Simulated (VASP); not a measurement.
# GaSbTe4 (P4/mmm) in VASP: a series of runs

The runs below take GaSbTe4 through single point, with PBE.

Program: VASP 6.6.1. These are calculated values, not measurements. Logs are shortened: lines on timing, memory, paths and dates and some standing lists are left out, and cuts for length are marked.

## Step 1: The cell of the first run

It takes space group P4/mmm (No. 123, tetragonal). The conventional cell has a = 4.442 Å, b = 4.442 Å, c = 9.339 Å, α = 90.00°, β = 90.00°, γ = 90.00°. Within 4.7 Å of Ga (site symmetry 4/mmm) lie 14 Te at 3.14 to 4.67 Å and 4 Ga at 4.44 Å. Sb (site symmetry 4/mmm) has 2 Te at 1.79 Å within 2.4 Å. Te (site symmetry 4/mmm) has 2 Te at 2.88 Å and 4 Ga at 3.14 Å within 3.8 Å. Te (site symmetry 4mm) has 1 Sb at 1.79 Å within 2.4 Å. Within 4.1 Å of Te (site symmetry 4/mmm) lie 4 Sb at 3.14 Å and 8 Te at 3.62 Å.

The cell was built from a structure type or drawn by symmetry, and may not be a known phase.

## Step 2: Single point, PBE

File INCAR:

```
ALGO     = Normal         # electronic algorithm
EDIFF    = 1E-7           # SCF threshold, eV
ENCUT    = 520            # plane-wave cutoff, eV
GGA      = PE             # functional
ISIF     = 2              # what is computed and relaxed
ISMEAR   = 0              # smearing method
LASPH    = True           # aspherical terms in the spheres
LCHARG   = True           # write CHGCAR
LELF     = True           # ELF
LREAL    = False          # projectors in reciprocal space
LVHAR    = True         
LWAVE    = False          # write WAVECAR
NBANDS   = 30             # bands
NELM     = 60             # most SCF steps
PREC     = Accurate       # precision mode
SIGMA    = 0.1            # smearing width, eV
```

File KPOINTS:

```
k-points
0
Gamma
  4 4 2
```

File POSCAR:

```
GaSbTe4
1.0
    4.4424487400      0.0000000000      0.0000000000
    0.0000000000      4.4424487400      0.0000000000
    0.0000000000      0.0000000000      9.3386925000
Ga Sb Te
1 1 4
Direct
    0.0000000000      0.0000000000      0.0000000000
    0.5000000000      0.5000000000      0.5000000000
    0.5000000000      0.5000000000      0.0000000000
    0.5000000000      0.5000000000      0.6918161700
    0.5000000000      0.5000000000      0.3081838300
    0.0000000000      0.0000000000      0.5000000000
```

Potentials or basis: VASP PAW PBE potentials, release 64 (Ga_d, Sb, Te).

The run is started by

```sh
cat potpaw_PBE.64/Ga_d/POTCAR potpaw_PBE.64/Sb/POTCAR potpaw_PBE.64/Te/POTCAR > POTCAR
mpirun -np 1 vasp_std > vasp.out
```

OUTCAR:

```text
EDIFF = 1E-7
   ENCUT = 520
   GGA = PE
   ISIF = 2
   ISMEAR = 0
   LASPH = True
   LREAL = False
   NELM = 60
   PREC = Accurate

 ion  position               nearest neighbor table
   1  0.000  0.000  0.000-   3 3.14   3 3.14   3 3.14   3 3.14
   2  0.500  0.500  0.500-   4 1.79   5 1.79   6 3.14   6 3.14   6 3.14   6 3.14
   3  0.500  0.500  0.000-   4 2.88   5 2.88   1 3.14   1 3.14   1 3.14   1 3.14
   4  0.500  0.500  0.692-   2 1.79   3 2.88   5 3.58   6 3.62   6 3.62   6 3.62   6 3.62
   5  0.500  0.500  0.308-   2 1.79   3 2.88   4 3.58   6 3.62   6 3.62   6 3.62   6 3.62
   6  0.000  0.000  0.500-   2 3.14   2 3.14   2 3.14   2 3.14   4 3.62   5 3.62   5 3.62   4 3.62
                             5 3.62   4 3.62   4 3.62   5 3.62

 -----------------------------------------------------------------------------
|                                                                             |
|           W    W    AA    RRRRR   N    N  II  N    N   GGGG   !!!           |
|           W    W   A  A   R    R  NN   N  II  NN   N  G    G  !!!           |
|           W    W  A    A  R    R  N N  N  II  N N  N  G       !!!           |
|           W WW W  AAAAAA  RRRRR   N  N N  II  N  N N  G  GGG   !            |
|           WW  WW  A    A  R   R   N   NN  II  N   NN  G    G                |
|           W    W  A    A  R    R  N    N  II  N    N   GGGG   !!!           |
|                                                                             |
|     The distance between some ions is very small. Please check the          |
|     nearest-neighbor list in the OUTCAR file.                               |
|     I HOPE YOU KNOW WHAT YOU ARE DOING!                                     |
|                                                                             |
 -----------------------------------------------------------------------------

  LATTYP: Found a simple tetragonal cell.
 ALAT       =     4.4424487400
 C/A-ratio  =     2.1021497482

  Lattice vectors:

 A1 = (   4.4424487400,   0.0000000000,   0.0000000000)
 A2 = (   0.0000000000,   4.4424487400,   0.0000000000)
 A3 = (   0.0000000000,   0.0000000000,   9.3386925000)

Analysis of symmetry for initial positions (statically):
=====================================================================
 Subroutine PRICEL returns:
 Original cell was already a primitive cell.

 Routine SETGRP: Setting up the symmetry group for a
 simple tetragonal supercell.

 Subroutine GETGRP returns: Found 16 space group operations
 (whereof 16 operations were pure point group operations)
 out of a pool of 16 trial point group operations.

The static configuration has the point symmetry D_4h.

Analysis of symmetry for dynamics (positions and initial velocities):
=====================================================================
 Subroutine PRICEL returns:
 Original cell was already a primitive cell.

 Routine SETGRP: Setting up the symmetry group for a
 simple tetragonal supercell.

 Subroutine GETGRP returns: Found 16 space group operations
 (whereof 16 operations were pure point group operations)
 out of a pool of 16 trial point group operations.

The dynamic configuration has the point symmetry D_4h.

 Subroutine INISYM returns: Found 16 space group operations
 (whereof 16 operations are pure point group operations),
 and found     1 'primitive' translations

----------------------------------------------------------------------------------------

                                     Primitive cell

  volume of cell :     184.3024

  direct lattice vectors                    reciprocal lattice vectors
     4.442448740  0.000000000  0.000000000     0.225101078  0.000000000  0.000000000
     0.000000000  4.442448740  0.000000000     0.000000000  0.225101078  0.000000000
     0.000000000  0.000000000  9.338692500     0.000000000  0.000000000  0.107081371

  length of vectors
     4.442448740  4.442448740  9.338692500     0.225101078  0.225101078  0.107081371

  position of ions in fractional coordinates (direct lattice)
     0.000000000  0.000000000  0.000000000
     0.500000000  0.500000000  0.500000000
     0.500000000  0.500000000  0.000000000
     0.500000000  0.500000000  0.691816170
     0.500000000  0.500000000  0.308183830
     0.000000000  0.000000000  0.500000000

  ion indices of the primitive-cell ions
   primitive index   ion index
                 1           1
                 2           2
                 3           3
                 4           4
                 5           5
                 6           6

----------------------------------------------------------------------------------------

 KPOINTS: k-points

Automatic generation of k-mesh.
 Grid dimensions read from file:
 generate k-points for:    4    4    2

 Generating k-lattice:

  Cartesian coordinates                     Fractional coordinates (reciprocal lattice)
     0.056275269  0.000000000  0.000000000     0.250000000  0.000000000  0.000000000
     0.000000000  0.056275269  0.000000000     0.000000000  0.250000000  0.000000000
     0.000000000  0.000000000  0.053540686     0.000000000  0.000000000  0.500000000

  Length of vectors
     0.056275269  0.056275269  0.053540686

  Shift w.r.t. Gamma in fractional coordinates (k-lattice)
     0.000000000  0.000000000  0.000000000

 Subroutine IBZKPT returns following result:
 ===========================================

 Found     12 irreducible k-points:

 Following reciprocal coordinates:
            Coordinates               Weight
  0.000000  0.000000  0.000000      1.000000
  0.250000  0.000000  0.000000      4.000000
  0.500000  0.000000  0.000000      2.000000
  0.250000  0.250000  0.000000      4.000000
  0.500000  0.250000  0.000000      4.000000
  0.500000  0.500000  0.000000      1.000000
  0.000000  0.000000  0.500000      1.000000
  0.250000  0.000000  0.500000      4.000000
  0.500000  0.000000  0.500000      2.000000
  0.250000  0.250000  0.500000      4.000000
  0.500000  0.250000  0.500000      4.000000
  0.500000  0.500000  0.500000      1.000000
   k-points           NKPTS =     12   k-points in BZ     NKDIM =     12   number of bands    NBANDS=     30
   number of dos      NEDOS =    301   number of ions     NIONS =      6
   total plane-waves  NPLWV =  90720
   dimension x,y,z NGX =    36 NGY =   36 NGZ =   70
   dimension x,y,z NGXF=    72 NGYF=   72 NGZF=  140
   ions per type =               1   1   4
   NGX,Y,Z   is equivalent  to a cutoff of  13.47, 13.47, 12.46 a.u.
   NGXF,Y,Z  is equivalent  to a cutoff of  26.94, 26.94, 24.92 a.u.
 SYSTEM =  unknown system
   PREC   = accura    normal or accurate (medium, high low for compatibility)
   ISTART =      0    job   : 0-new  1-cont  2-samecut
   ICHARG =      2    charge: 1-file 2-atom 10-const
   ISPIN  =      1    spin polarized calculation?
   LNONCOLLINEAR =      F non collinear calculations
   LSORBIT =      F    spin-orbit coupling
   LASPH  =      T    aspherical Exc in radial PAW
   ENCUT  =  520.0 eV  38.22 Ry    6.18 a.u.   8.26  8.26 17.36*2*pi/ulx,y,z
   NELM   =     60;   NELMIN=  2; NELMDL= -5     # of ELM steps
   EDIFF  = 0.1E-06   stopping-criterion for ELM
   LREAL  =      F    real-space projection
   EDIFFG = 0.1E-05   stopping-criterion for IOM
   NSW    =      0    number of steps for IOM
   IBRION =     -1    ionic relax: 0-MD 1-quasi-New 2-CG
   NFREE  =      0    steps in history (QN), initial steepest desc. (CG)
   ISIF   =      2    stress and relaxation
   ISYM   =      2    0-nonsym 1-usesym 2-fastsym
   POTIM  = 0.5000    time-step for ionic-motion
   TEBEG  =    0.0;   TEEND  =   0.0 temperature during run
   PSTRESS=    0.0 pullay stress
   NELECT =      42.0000    total number of electrons
   NUPDOWN=      -1.0000    fix difference up-down
   EMIN   =  10.00;   EMAX   =-10.00  energy-range for DOS
   EFERMI =   0.00;   METHOD = LEGACY
   ISMEAR =     0;   SIGMA  =   0.10  broadening in eV -4-tet -1-fermi 0-gaus
   EFERMI_NEDOS =   21; number of points for ismear=-14 and -15
   IALGO  =     38    algorithm
   IMIX   =      4    mixing-type and parameters
     AMIX     =   0.40;   BMIX     =  1.00
     AMIX_MAG =   1.60;   BMIX_MAG =  1.00
  volume/ion in A,a.u.               =      30.72       207.29
  Fermi-wavevector in a.u.,A,eV,Ry     =   0.999956  1.889643 13.604633  0.999912
  Thomas-Fermi vector in A             =   2.132281
   LORBIT       =      0    0 simple, 1 ext, 2 COOP (PROOUT), +10 PAW based schemes
   GGA     = PE    functional components
   LHFCALC =     F    Hartree Fock is set to
   AEXX    =    0.0000 exact exchange contribution
   IVDW    =     0    specifies the selected vdW correction
   LEPSILON=     F    determine dielectric tensor
   LRPA    =     F    only Hartree local field effects (RPA)
 non-spin polarized calculation
 Gauss-broadening in eV      SIGMA  =   0.10
  energy-cutoff  :      520.00
  volume of cell :      184.30
 maximum number of plane-waves:      5000
 NGX is ok and might be reduce to    36
   NGX = 17   NGY = 17   NGZ = 35

 number of electron      41.9999986 magnetization

 Free energy of the ion-electron system (eV)
  ---------------------------------------------------
  ext. energy  EPLUGINS =         0.00000000
  ---------------------------------------------------
  free energy    TOTEN  =        12.00622755 eV

  energy without entropy =       12.02136224  energy(sigma->0) =       12.01379489

 E-fermi :   6.1032     XC(G=0):  -9.0398

 val. band max:        6.0617783787   @ k =   0.2500   0.2500   0.0000
 cond. band min:       6.2176266859   @ k =   0.2500   0.0000   0.5000
 fundamental gap:      0.1558483072
 Fermi energy:         6.1032399393

 k-point     1 :       0.0000    0.0000    0.0000
  band No.  band energies     occupation
      1     -10.8127      2.00000
      2      -8.9249      2.00000
      3      -8.8870      2.00000
      4      -8.8870      2.00000
      5      -8.8276      2.00000
      6      -8.8245      2.00000
[... 22 lines left out ...]
     29      10.8376      0.00000
     30      11.2206      0.00000

 k-point     2 :       0.2500    0.0000    0.0000
  band No.  band energies     occupation
      1     -10.6834      2.00000
      2      -8.9199      2.00000
      3      -8.8887      2.00000
      4      -8.8869      2.00000
      5      -8.8313      2.00000
      6      -8.8219      2.00000
[... 22 lines left out ...]
     29      11.0835      0.00000
     30      11.3752      0.00000

 k-point     3 :       0.5000    0.0000    0.0000
  band No.  band energies     occupation
      1     -10.5405      2.00000
      2      -8.9151      2.00000
      3      -8.8904      2.00000
      4      -8.8868      2.00000
      5      -8.8350      2.00000
      6      -8.8191      2.00000
[... 22 lines left out ...]
     29      11.4598      0.00000
     30      11.7423      0.00000

 k-point     4 :       0.2500    0.2500    0.0000
  band No.  band energies     occupation
      1     -10.5748      2.00000
      2      -8.9165      2.00000
      3      -8.8886      2.00000
      4      -8.8879      2.00000
      5      -8.8393      2.00000
      6      -8.8190      2.00000
[... 220 lines left out ...]
     29      11.9029      0.00000
     30      12.4490      0.00000

 k-point    11 :       0.5000    0.2500    0.5000
  band No.  band energies     occupation
      1     -10.4518      2.00000
      2      -8.9131      2.00000
      3      -8.8893      2.00000
      4      -8.8879      2.00000
      5      -8.8491      2.00000
      6      -8.8161      2.00000
[... 22 lines left out ...]
     29      12.1089      0.00000
     30      12.5128      0.00000

 k-point    12 :       0.5000    0.5000    0.5000
  band No.  band energies     occupation
      1     -10.3643      2.00000
      2      -8.9112      2.00000
      3      -8.8889      2.00000
      4      -8.8889      2.00000
      5      -8.8624      2.00000
      6      -8.8130      2.00000
[... 22 lines left out ...]
     29      12.5804      0.00000
     30      12.9301      0.00000

------------------------ aborting loop because EDIFF is reached ----------------------------------------

  FORCE on cell =-STRESS in cart. coord.  units (eV):
  Direction    XX          YY          ZZ          XY          YZ          ZX
  --------------------------------------------------------------------------------------
  -------------------------------------------------------------------------------------
  Total        7.1180427      7.1180427    206.8551714      0.0000000     -0.0000000     -0.0000000
  in kB       61.8785664     61.8785664   1798.2333144      0.0000000     -0.0000000     -0.0000000
  external PRESSURE =     640.6634824 kB  Pullay stress =       0.0000000 kB

 VOLUME and BASIS-vectors are now :
 -----------------------------------------------------------------------------
  energy-cutoff  :      520.00
  volume of cell :      184.30
      direct lattice vectors                 reciprocal lattice vectors
     4.442448740  0.000000000  0.000000000     0.225101078  0.000000000  0.000000000
     0.000000000  4.442448740  0.000000000     0.000000000  0.225101078  0.000000000
     0.000000000  0.000000000  9.338692500     0.000000000  0.000000000  0.107081371

 POSITION                                       TOTAL-FORCE (eV/Angst)
 -----------------------------------------------------------------------------------
      0.00000      0.00000      0.00000         0.000000      0.000000      0.000000
      2.22122      2.22122      4.66935         0.000000      0.000000      0.000000
      2.22122      2.22122      0.00000         0.000000      0.000000      0.000000
      2.22122      2.22122      6.46066         0.000000      0.000000     54.151773
      2.22122      2.22122      2.87803         0.000000     -0.000000    -54.151773
      0.00000      0.00000      4.66935         0.000000      0.000000      0.000000
 -----------------------------------------------------------------------------------
    total drift:                               -0.000000      0.000000     -0.000000

  FREE ENERGIE OF THE ION-ELECTRON SYSTEM (eV)
  ---------------------------------------------------
  free  energy   TOTEN  =        12.0062275483 eV

  energy  without entropy=       12.0213622359  energy(sigma->0) =       12.01379489
```

Wall time 48 s (1 thread of AMD EPYC 9R45 (Zen 5), shared host); peak memory 0.28 GiB.

What came out:

| Item | Value |
| --- | --- |
| Free energy | 12.0062 eV |
| Pressure | 64.1 GPa |
| Largest force | 54.152 eV/Å |
| Band gap on the k mesh | zero (bands 21 and 22 overlap by 0.81 eV) |

Forces in eV/Å, atoms in the order of the input:
```
Ga    0.000   0.000   0.000
Sb    0.000   0.000   0.000
Te    0.000   0.000   0.000
Te    0.000   0.000  54.152
Te    0.000   0.000 -54.152
Te    0.000   0.000   0.000
```

Stress tensor (GPa, compression positive):
```
  6.19   0.00   0.00
  0.00   6.19   0.00
  0.00   0.00 179.82
```

Caveat: atoms lie so close that the PAW spheres overlap strongly, which falsifies energies and pressures; the cell stands under pressure; spin-orbit coupling is left out, which moves the levels of the heavy elements; forces of over 1 eV/Å act on the atoms, so gaps and moduli don't describe the material at rest.

## Step 3: Single point, PBE

This run uses another cell than the first one, of 35.73 Å³/atom.

File INCAR:

```
PREC = Accurate
ENCUT = 520
EDIFF = 1E-7
ISMEAR = 0
SIGMA = 0.1
LREAL = F
LASPH = T
NELM = 60
ALGO = Normal
ISIF = 2
LWAVE = F
LCHARG = F
GGA = PE
NBANDS = 30
```

File KPOINTS:

```
Automatic mesh
0
Gamma
  4 4 2
```

File POSCAR:

```
GaSbTe4
1.0
    4.1553477399      0.0000000000      0.0000000000
    0.0000000000      4.1553477399      0.0000000000
    0.0000000000      0.0000000000     12.4143078843
Ga Sb Te
1 1 4
Direct
    0.0000000000      0.0000000000      0.0000000000
    0.5000000000      0.5000000000      0.5000000000
    0.5000000000      0.5000000000      0.0000000000
    0.5000000000      0.5000000000      0.7552735072
    0.5000000000      0.5000000000      0.2447264928
    0.0000000000      0.0000000000      0.5000000000
```

Potentials or basis: VASP PAW PBE potentials, release 64 (Ga_d, Sb, Te).

The run is started by

```sh
cat potpaw_PBE.64/Ga_d/POTCAR potpaw_PBE.64/Sb/POTCAR potpaw_PBE.64/Te/POTCAR > POTCAR
mpirun -np 1 vasp_std > vasp.out
```

Run time: 46 s. Hardware: 1 thread of AMD EPYC 9R45 (Zen 5), shared host; peak memory 0.31 GiB.

Results (log left out):

* Free energy: -18.2478 eV
* Pressure: 0.0 GPa
* Largest force: 0.009 eV/Å
* Band gap on the k mesh: zero (bands 21 and 22 overlap by 1.52 eV)

Forces on the atoms (eV/Å):
```
Ga   0.000  0.000  0.000
Sb   0.000  0.000  0.000
Te   0.000  0.000  0.000
Te   0.000  0.000  0.009
Te   0.000  0.000 -0.009
Te   0.000  0.000  0.000
```

Levels at points of the mesh, in eV from the Fermi level:
```csv
k point,band 18,band 19,band 20,band 21,band 22,band 23
"(0.00, 0.00, 0.00)",-0.99,0.00,0.00,0.39,0.39,0.74
"(0.50, 0.00, 0.00)",-1.00,-0.72,-0.52,0.27,0.29,0.31
"(0.50, 0.50, 0.00)",-1.85,-1.33,-1.33,-1.14,-0.34,-0.25
"(0.00, 0.00, 0.50)",-0.43,0.11,0.11,0.27,0.27,1.32
"(0.50, 0.00, 0.50)",-0.78,-0.61,-0.07,0.22,0.66,0.66
"(0.50, 0.50, 0.50)",-1.68,-1.68,-1.53,-1.53,-1.13,1.90
```

Caveat: the k points lie up to 0.38 Å⁻¹ apart, too coarse for converged energies and pressures of a metal; spin-orbit coupling is left out, which moves the levels of the heavy elements.

(Part 1 of 2 ends here.)
